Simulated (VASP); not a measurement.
Runs of VASP 6.6.1 on TiC. The structure is that of space group Fm-3m (No. 225), or close to it. The cells are those of the table. 

```tsv
level	potentials or basis	U	cell	k mesh	cutoff (eV)	grid for exact exchange (PRECFOCK)	share of exact exchange	screening parameter	gap on the mesh (eV)	pressure (GPa)
HSE06	VASP PAW PBE potentials, release 64 (Ti_sv, C)	-	a = 3.103 Å, angles 60.0°, 2 atoms	6 × 6 × 6	520	Normal	0.25	0.2079 1/Å	none	-13.9
PBE+U	VASP PAW PBE potentials, release 64 (Ti_sv, C_h)	Ti d U = 4.0 eV	a = 3.092 Å, angles 60.0°, 2 atoms	11 × 11 × 11	910	-	-	-	none	4.0
PBEsol-based screened hybrid with 25 % exact exchange	VASP PAW PBE potentials, release 64 (Ti_sv, C)	-	a = 3.063 Å, angles 60.0°, 2 atoms	6 × 6 × 6	520	Normal	0.25	0.207 1/Å	none	(b)
HSE06	VASP PAW PBE potentials, release 64 (Ti_sv, C)	-	a = 3.123 Å, angles 60.0°, 2 atoms	6 × 6 × 6	520	Normal	0.25	0.2079 1/Å	none	(a)
PBE-based screened hybrid with 25 % exact exchange	VASP PAW PBE potentials, release 64 (Ti_sv, C)	-	a = 3.046 Å, angles 60.0°, 2 atoms	6 × 6 × 6	520	Normal	0.25	0.3 1/Å	none	-0.1
```

Alike in all rows: task single point; no spin polarisation; smearing fermi-dirac 0.05 eV.

Question: Fill in the values left out.

Answer: (a) -18.0; (b) -9.5.

Caveats: some runs use coarse meshes; the PAW data sets were made with another functional, which shifts forces and pressure a little (at least some runs); the cell stands under pressure (at least some runs); U without spin polarisation on a metal has little footing (at least some runs); the U is typed as a test and isn't derived for this compound (at least some runs).

A gap of «none» marks levels without a gap at the run's occupations.
